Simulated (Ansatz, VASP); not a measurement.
## MnBr3: VASP beside Ansatz

File INCAR:

```
ALGO = Normal
EDIFF = 1E-6
ENCUT = 520
GGA = PS
ISIF = 2
ISMEAR = 0
ISPIN = 2
LASPH = T
LCHARG = T
LELF = T
LMAXMIX = 4
LORBIT = 11
LREAL = F
LVHAR = T
LWAVE = F
MAGMOM = 4.07 0 0 0
NBANDS = 29
NELM = 150
PREC = Accurate
SIGMA = 0.05
```

KPOINTS

```
k-points
0
Gamma
  6 6 6
```

Contents of POSCAR:

```
MnBr3
1.0
    5.0579840753      0.0000000000      0.0000000000
    0.0000000000      5.0579840753      0.0000000000
    0.0000000000      0.0000000000      5.0579840753
Mn Br
1 3
Direct
    0.0000000000      0.0000000000      0.0000000000
    0.5000000000      0.0000000000      0.0000000000
    0.0000000000      0.0000000000      0.5000000000
    0.0000000000      0.5000000000      0.0000000000
```

Input for Ansatz:

```yaml
crystal:
  lattice:
    - [5.0579840753, 0.0, 0.0]
    - [0.0, 5.0579840753, 0.0]
    - [0.0, 0.0, 5.0579840753]
  atoms:
    - { symbol: Mn, position: [0.0, 0.0, 0.0], spin: 4.07 }
    - { symbol: Br, position: [0.5, 0.0, 0.0] }
    - { symbol: Br, position: [0.0, 0.0, 0.5] }
    - { symbol: Br, position: [0.0, 0.5, 0.0] }
basis:
  ecutwfc: 420
  ecutrho_ratio: 4
kpoints:
  mp_grid: { grid: [6, 6, 6] }
hamiltonian:
  xc: pbesol
scf:
  occupations: { method: gaussian, width: 0.05 }
output:
  forces: true
  stress: true
  eigenvalues: true
  populations: true
  write_density: true
  write_potential: true
  elf: true
  volumetric_format: npy
magnetization:
  spin_polarized: true
```

Alike in both runs: task single point; functional PBEsol; k mesh 6 × 6 × 6; occupations gaussian, width 0.05 eV; collinear spin.

|  | VASP | Ansatz |
| --- | --- | --- |
| version | VASP 6.6.1 | Ansatz 0.2.0 |
| potentials or method | VASP PAW PBE potentials, release 64 (Mn_pv, Br), cutoff 520 eV | scalar-relativistic, plane waves, PAW |
| valence electrons in the cell | 34 | 36 |

VASP gave:

| Item | Value |
| --- | --- |
| gap on the k mesh at the Fermi level (eV) | none |
| pressure (GPa) | -1.2 |
| net moment per atom (μB) | 1.04 |
| size of the moment on the site where the two differ most (μB) | 3.82 |

**Question.** Estimate Ansatz's values.

**Answer.** gap on the k mesh at the Fermi level (eV): none; pressure (GPa): -1.3; net moment per atom (μB): 1.04; size of the moment on the site where the two differ most (μB): 3.74.

VASP's potentials were made for PBE, not for PBEsol. Site moments also hang on the region over which each program counts them. A gap of «none» marks a metal or a gap that the smearing closes. With one functional, cell and mesh, what is left measures potentials, basis and numerics. VASP's potentials hold 34 valence electrons a cell and Ansatz's 36, so a difference there can come from the potentials and not from the codes. Ansatz's warnings: xc potential rough in thin density.
